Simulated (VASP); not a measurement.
Wanted: the native input for a VASP 6.6.1 run.

- Task: single point
- Functional: PBEsol
- Potentials or basis: VASP PAW PBE potentials, release 64 (C, O)
- Cutoff: 520 eV
- k mesh: 4 × 4 × 2
- Occupations: gaussian, width 0.01 eV
- Spin: no spin polarisation
- Dipole correction: no
- Further INCAR settings: ALGO = Normal; EDIFF = 1e-07; NBANDS = 25

The structure of CO2 lies in POSCAR:

```
CO2
1.0
    2.6079700000     -2.3936100000     -0.0072100000
    2.6266100000      2.4142000000      0.0173200000
    0.0126300000      0.0338400000      6.6473100000
C O
2 4
Direct
    0.9993000000      0.0124400000      0.0003900000
    0.4801600000      0.4956100000      0.5022900000
    0.7869400000      0.1966000000      0.8846800000
    0.1996500000      0.7920900000      0.1084200000
    0.6895200000      0.3011900000      0.3902800000
    0.2943400000      0.7016600000      0.5955400000
```

The input as run:

INCAR

```
SYSTEM = CO2
PREC     = Accurate       ! precision mode
ENCUT    = 520            ! plane-wave cutoff, eV
EDIFF    = 1E-7           ! SCF threshold, eV
ISMEAR   = 0              ! smearing method
SIGMA    = 0.01           ! smearing width, eV
LREAL    = .False.        ! projectors in reciprocal space
LASPH    = .True.         ! aspherical terms in the spheres
NELM     = 60             ! most SCF steps
ALGO     = Normal         ! electronic algorithm
ISIF     = 2              ! what is computed and relaxed
LWAVE    = .False.        ! write WAVECAR
LCHARG   = .True.         ! write CHGCAR
GGA      = PS             ! functional
LELF     = .True.         ! ELF
LVHAR    = .True.       
NBANDS   = 25             ! bands
```

KPOINTS

```
Automatic mesh
0
Gamma
  4 4 2
  0 0 0
```

Potentials or basis: VASP PAW PBE potentials, release 64 (C, O).

The run is started by

```console
$ cat potpaw_PBE.64/C/POTCAR potpaw_PBE.64/O/POTCAR > POTCAR
$ mpirun -np 1 vasp_std > vasp.out
```

It gave:

| Property | Result |
| --- | --- |
| Pressure | -7.0 GPa |
| Largest force | 8.152 eV/Å |
| Band gap on the k mesh | 5.56 eV, indirect (least direct gap 6.15 eV) |

Caveat: the k points lie up to 0.47 Å⁻¹ apart; the PAW data sets were made with another functional, which shifts forces and pressure a little.

It took 18 s on 1 thread of Intel(R) Xeon(R) Platinum 8481C CPU @ 2.70GHz (Sapphire Rapids) (shared host), peak memory 0.18 GiB.
